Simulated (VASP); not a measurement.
# Ba3TaH9 (P-3m1) in VASP: further runs, part 2 of 3

VASP 6.6.1.

**5. Single point, PBE**

INCAR

```
ALGO     = Normal         # electronic algorithm
EDIFF    = 1E-6           # SCF threshold, eV
ENCUT    = 520            # plane-wave cutoff, eV
GGA      = PE             # functional
ISIF     = 2              # what is computed and relaxed
ISMEAR   = 0              # smearing method
LASPH    = T              # aspherical terms in the spheres
LCHARG   = F              # write CHGCAR
LREAL    = F              # projectors in reciprocal space
LWAVE    = F              # write WAVECAR
NBANDS   = 37             # bands
NELM     = 100            # most SCF steps
PREC     = Accurate       # precision mode
SIGMA    = 0.1            # smearing width, eV
```

KPOINTS

```
k-points
0
Gamma
  6 6 6
```

POSCAR

```
Ba3TaH9
1.0
    5.7647581168      0.0000000000      0.0000000000
   -2.8823790584      4.9924269758      0.0000000000
    0.0000000000      0.0000000000      7.2223442689
Ba Ta H
3 1 9
Direct
    0.6666666667      0.3333333333      0.7220530013
    0.0000000000      0.0000000000      0.0000000000
    0.3333333333      0.6666666667      0.2779469987
    0.0000000000      0.0000000000      0.5000000000
    0.1534221892      0.3068443785      0.6556880081
    0.6931556215      0.8465778108      0.6556880081
    0.1534221892      0.8465778108      0.6556880081
    0.5000000000      0.0000000000      0.0000000000
    0.0000000000      0.5000000000      0.0000000000
    0.5000000000      0.5000000000      0.0000000000
    0.8465778108      0.6931556215      0.3443119919
    0.3068443785      0.1534221892      0.3443119919
    0.8465778108      0.1534221892      0.3443119919
```

Potentials or basis: VASP PAW PBE potentials, release 64 (Ba_sv, Ta_pv, H).

Launch:

```console
> cat potpaw_PBE.64/Ba_sv/POTCAR potpaw_PBE.64/Ta_pv/POTCAR potpaw_PBE.64/H/POTCAR > POTCAR
> mpirun -np 1 vasp_std > vasp.out
```

OUTCAR:

```text
EDIFF = 1E-6
   ENCUT = 520
   GGA = PE
   ISIF = 2
   ISMEAR = 0
   LASPH = T
   LREAL = F
   NELM = 100
   PREC = Accurate

 ion  position               nearest neighbor table
   1  0.667  0.333  0.722-   8 2.61   9 2.61  10 2.61   4 3.69   4 3.69   4 3.69   2 3.89   2 3.89
                             2 3.89   3 4.62   3 4.62   3 4.62
   2  0.000  0.000  0.000-   4 3.61   4 3.61   1 3.89   3 3.89   3 3.89   1 3.89   1 3.89   3 3.89

   3  0.333  0.667  0.278-   8 2.61   9 2.61  10 2.61   4 3.69   4 3.69   4 3.69   2 3.89   2 3.89
                             2 3.89   1 4.62   1 4.62   1 4.62
   4  0.000  0.000  0.500-   7 1.90  13 1.90  11 1.90   5 1.90  12 1.90   6 1.90   2 3.61   2 3.61
                             3 3.69   1 3.69   3 3.69   1 3.69   1 3.69   3 3.69
   5  0.153  0.307  0.656-   4 1.90
   6  0.693  0.847  0.656-   4 1.90
   7  0.153  0.847  0.656-   4 1.90
   8  0.500  0.000  0.000-   1 2.61   3 2.61
   9  0.000  0.500  0.000-   1 2.61   3 2.61
  10  0.500  0.500  0.000-   1 2.61   3 2.61
  11  0.847  0.693  0.344-   4 1.90
  12  0.307  0.153  0.344-   4 1.90
  13  0.847  0.153  0.344-   4 1.90

  LATTYP: Found a hexagonal cell.
 ALAT       =     5.7647581168
 C/A-ratio  =     1.2528442864

  Lattice vectors:

 A1 = (   5.7647581168,   0.0000000000,   0.0000000000)
 A2 = (  -2.8823790584,   4.9924269758,   0.0000000000)
 A3 = (   0.0000000000,   0.0000000000,   7.2223442689)

Analysis of symmetry for initial positions (statically):
=====================================================================
 Subroutine PRICEL returns:
 Original cell was already a primitive cell.

 Routine SETGRP: Setting up the symmetry group for a
 hexagonal supercell.

[... 162 lines left out ...]
  Fermi-wavevector in a.u.,A,eV,Ry     =   1.018141  1.924007 14.103944  1.036611
  Thomas-Fermi vector in A             =   2.151582
   LORBIT       =      0    0 simple, 1 ext, 2 COOP (PROOUT), +10 PAW based schemes
   GGA     = PE    functional components
   LHFCALC =     F    Hartree Fock is set to
   AEXX    =    0.0000 exact exchange contribution
   IVDW    =     0    specifies the selected vdW correction
   LEPSILON=     F    determine dielectric tensor
   LRPA    =     F    only Hartree local field effects (RPA)
 non-spin polarized calculation
 Gauss-broadening in eV      SIGMA  =   0.10
  energy-cutoff  :      520.00
  volume of cell :      207.86
 maximum number of plane-waves:      5631
 NGX is ok and might be reduce to    48
   NGX = 21   NGY = 21   NGZ = 27

 number of electron      49.9999993 magnetization

 Free energy of the ion-electron system (eV)
  ---------------------------------------------------
  ext. energy  EPLUGINS =         0.00000000
  ---------------------------------------------------
  free energy    TOTEN  =       -49.97605419 eV

  energy without entropy =      -49.91641817  energy(sigma->0) =      -49.94623618

 E-fermi :   1.1188     XC(G=0):  -8.5684

 val. band max:        1.1135580984   @ k =   0.5000  -0.0000   0.0000
 cond. band min:       1.1224513481   @ k =   0.3333   0.0000   0.3333
 fundamental gap:      0.0088932497
 Fermi energy:         1.1187778502

 k-point     1 :       0.0000    0.0000    0.0000
  band No.  band energies     occupation
      1     -33.6376      2.00000
      2     -33.6376      2.00000
      3     -33.5098      2.00000
      4     -26.3063      2.00000
      5     -26.1751      2.00000
      6     -26.1413      2.00000
[... 949 lines left out ...]
     36       6.2134      0.00000
     37       6.2734      0.00000

 [... further k-points ...]
[... 5 lines left out ...]
  --------------------------------------------------------------------------------------
  -------------------------------------------------------------------------------------
  Total        0.5334698      0.5334698      0.5909255     -0.0000000      0.0000000     -0.0000000
  in kB        4.1119648      4.1119648      4.5548315     -0.0000000      0.0000000     -0.0000000
  external PRESSURE =       4.2595870 kB  Pullay stress =       0.0000000 kB

 VOLUME and BASIS-vectors are now :
 -----------------------------------------------------------------------------
  energy-cutoff  :      520.00
  volume of cell :      207.86
      direct lattice vectors                 reciprocal lattice vectors
     5.764758117  0.000000000  0.000000000     0.173467816  0.100151690  0.000000000
    -2.882379058  4.992426976  0.000000000     0.000000000  0.200303380  0.000000000
     0.000000000  0.000000000  7.222344269     0.000000000  0.000000000  0.138459199

 POSITION                                       TOTAL-FORCE (eV/Angst)
 -----------------------------------------------------------------------------------
      2.88238      1.66414      5.21492        -0.000000     -0.000000     -0.045788
      0.00000      0.00000      0.00000         0.000000      0.000000     -0.000000
     -0.00000      3.32828      2.00743        -0.000000      0.000000      0.045788
      0.00000      0.00000      3.61117         0.000000      0.000000     -0.000000
     -0.00000      1.53190      4.73560         0.000000     -0.000951     -0.003697
      1.55572      4.22648      4.73560         0.000823      0.000475     -0.003697
     -1.55572      4.22648      4.73560        -0.000823      0.000475     -0.003697
      2.88238      0.00000      0.00000         0.000000      0.000000     -0.000000
     -1.44119      2.49621      0.00000         0.000000      0.000000     -0.000000
      1.44119      2.49621      0.00000         0.000000      0.000000     -0.000000
      2.88238      3.46053      2.48674         0.000000      0.000951      0.003697
      1.32666      0.76595      2.48674        -0.000823     -0.000475      0.003697
      4.43810      0.76595      2.48674         0.000823     -0.000475      0.003697
 -----------------------------------------------------------------------------------
    total drift:                                0.000000     -0.000000      0.000000

  FREE ENERGIE OF THE ION-ELECTRON SYSTEM (eV)
  ---------------------------------------------------
  free  energy   TOTEN  =       -49.9760541876 eV

  energy  without entropy=      -49.9164181720  energy(sigma->0) =      -49.94623618
```

Run time: 3.9 min. Hardware: 1 thread of Intel Xeon 6975P-C (Granite Rapids), shared host; peak memory 0.49 GiB.

What came out:

```yaml
Free_energy: -49.9761 eV
Pressure: 0.4 GPa
Largest_force: 0.046 eV/Å
Band_gap_on_the_k_mesh: zero (bands 25 and 26 overlap by 0.20 eV)
```

Forces in eV/Å, atoms in the order of the input:
```
Ba   0.000  0.000 -0.046
Ba   0.000  0.000  0.000
Ba   0.000  0.000  0.046
Ta   0.000  0.000  0.000
H    0.000 -0.001 -0.004
H    0.001  0.000 -0.004
H   -0.001  0.000 -0.004
H    0.000  0.000  0.000
H    0.000  0.000  0.000
H    0.000  0.000  0.000
H    0.000  0.001  0.004
H   -0.001  0.000  0.004
H    0.001  0.000  0.004
```

Caveat: spin-orbit coupling is left out, which moves the levels of the heavy elements.

**6. Relaxation of cell and atoms, PBE**

This run uses another cell than the first one, of 22.46 Å³/atom.

INCAR

```
SYSTEM = Ba3TaH9
PREC = Accurate
ENCUT = 600
EDIFF = 1E-6
ISMEAR = 0
SIGMA = 0.1
LREAL = .False.
LASPH = .True.
NELM = 60
ALGO = Normal
ISIF = 3
LWAVE = .False.
LCHARG = .False.
GGA = PE
IBRION = 2
NSW = 90
EDIFFG = -0.04
```

KPOINTS

```
Automatic mesh
0
Gamma
  3 3 2
  0 0 0
```

POSCAR

```
Ba3TaH9
1.0
    6.4439100000      0.0000000000      0.0000000000
   -3.2219550000      5.5805897600      0.0000000000
    0.0000000000      0.0000000000      8.1193266000
Ba Ta H
3 1 9
Direct
    0.6666666700      0.3333333300      0.6666666700
    0.0000000000      0.0000000000      0.0000000000
    0.3333333300      0.6666666700      0.3333333300
    0.0000000000      0.0000000000      0.5000000000
    0.1666666700      0.3333333300      0.6666666700
    0.6666666700      0.8333333300      0.6666666700
    0.1666666700      0.8333333300      0.6666666700
    0.5000000000      0.0000000000      0.0000000000
    0.0000000000      0.5000000000      0.0000000000
    0.5000000000      0.5000000000      0.0000000000
    0.8333333300      0.6666666700      0.3333333300
    0.3333333300      0.1666666700      0.3333333300
    0.8333333300      0.1666666700      0.3333333300
```

Potentials or basis: VASP PAW PBE potentials, release 64 (Ba_sv, Ta_pv, H).

Launch:

```console
> cat potpaw_PBE.64/Ba_sv/POTCAR potpaw_PBE.64/Ta_pv/POTCAR potpaw_PBE.64/H/POTCAR > POTCAR
> mpirun -np 1 vasp_std > vasp.out
```

Run time: 10 min. Hardware: 1 thread of Intel Xeon 6975P-C (Granite Rapids), shared host; peak memory 0.54 GiB.

The run converged. Its results:

```
Free energy                           : -50.0726 eV
Relaxed volume                        : 16.23 Å³/atom
Relaxed cell                          : a = 5.830 Å, b = 5.830 Å, c = 7.167 Å, α = 90.00°, β = 90.00°, γ = 120.00°
Space group after relaxing (to 0.1 Å) : P-3m1 (No. 164)
Energy gained by relaxing             : 374.1 meV/atom
Ionic steps                           : 11
Pressure after relaxing               : 0.0 GPa
Largest force after relaxing          : 0.034 eV/Å
Band gap on the k mesh                : zero (bands 25 and 26 overlap by 0.15 eV)
```

Forces in eV/Å, atoms in the order of the input:
```
Ba   0.000  0.000 -0.034
Ba   0.000  0.000  0.000
Ba   0.000  0.000  0.034
Ta   0.000  0.000  0.000
H    0.000  0.001  0.022
H   -0.001 -0.001  0.022
H    0.001 -0.001  0.022
H    0.000  0.000  0.000
H    0.000  0.000  0.000
H    0.000  0.000  0.000
H    0.000 -0.001 -0.022
H    0.001  0.001 -0.022
H   -0.001  0.001 -0.022
```

Stress tensor (GPa, compression positive):
```
-0.09  0.00  0.00
 0.00 -0.09  0.00
 0.00  0.00  0.13
```

The path:
```
step  energy change (eV)  largest force (eV/Å)  pressure (GPa)  volume (Å³)
   1              0.0000                1.7162           -8.85       291.98
   2             -3.2195                1.1940           -6.12       242.60
   3             -4.3906                1.3117            0.10       206.16
   4             -4.3932                1.3217            0.76       203.74
   5             -4.5913                1.0485            0.86       203.58
   6             -4.7876                0.2898            1.98       202.99
   7             -4.8044                0.2318            1.59       203.15
   8             -4.8452                0.1550           -0.49       211.00
   9             -4.8488                0.1099           -0.05       209.20
  10             -4.8562                0.0662           -0.05       209.74
  11             -4.8634                0.0338           -0.01       210.96
```

Final structure:
```
Ba Ta H
1.0
     5.82998    0.00000    0.00000
    -2.91499    5.04891    0.00000
     0.00000    0.00000    7.16681
Ba Ta H
3 1 9
Direct
  0.66667 0.33333 0.72135
  0.00000 0.00000 0.00000
  0.33333 0.66667 0.27865
  0.00000 0.00000 0.50000
  0.15443 0.30886 0.65116
  0.69114 0.84557 0.65116
  0.15443 0.84557 0.65116
  0.50000 0.00000 0.00000
  0.00000 0.50000 0.00000
  0.50000 0.50000 0.00000
  0.84557 0.69114 0.34884
  0.30886 0.15443 0.34884
  0.84557 0.15443 0.34884
```

Levels at points of the mesh, in eV from the Fermi level:
```
           k point  band 20  band 21  band 22  band 23  band 24  band 25  band 26  band 27  band 28  band 29
(0.00, 0.00, 0.00)    -2.67    -2.67    -2.58    -1.46    -1.46    -0.28     0.17     0.17     3.00     3.00
(0.00, 0.00, 0.50)    -2.98    -2.98    -2.35    -1.12    -1.12     0.07     0.07     0.36     3.45     3.46
```

Caveat: the k points lie up to 0.44 Å⁻¹ apart in the final cell; the volume moved by over 15 % at a fixed basis, so the end points are rough; spin-orbit coupling is left out, which moves the levels of the heavy elements.

(Continued in part 3 of 3.)
